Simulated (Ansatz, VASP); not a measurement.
**Two plane-wave programs on Ag**

```
CELL_PARAMETERS angstrom
0.00000 2.27295 2.04310
2.27295 0.00000 2.04310
2.27295 2.27295 0.00000
ATOMIC_POSITIONS crystal
Ag 0.00000 0.00000 0.00000
```

Change from the starting cell: strain +0.1125 x Voigt [1, 1, 0, 0, 0, 0], atoms carried along.

Alike in both runs: task single point; functional PBEsol; k mesh 20 × 20 × 20; occupations gaussian, width 0.15 eV; no spin polarisation.

|  | VASP | Ansatz |
| --- | --- | --- |
| version | VASP 6.6.1 | Ansatz 0.2.0 |
| potentials or method | VASP PAW PBE potentials, release 64 (Ag), cutoff 520 eV | scalar-relativistic, plane waves, PAW |
| valence electrons in the cell | 11 | 19 |

```tsv
	VASP	Ansatz	Ansatz less VASP
gap on the k mesh at the Fermi level (eV)	none	none	-
pressure (GPa)	-14.0	-14.0	-0.02
traceless stress, the component that is largest in VASP (GPa)	0.67	0.67	+0.008
```

VASP's potentials were made for PBE, not for PBEsol. A gap of «none» marks a metal or a gap that the smearing closes. VASP's potentials hold 11 valence electrons a cell and Ansatz's 19, so a difference there can come from the potentials and not from the codes.
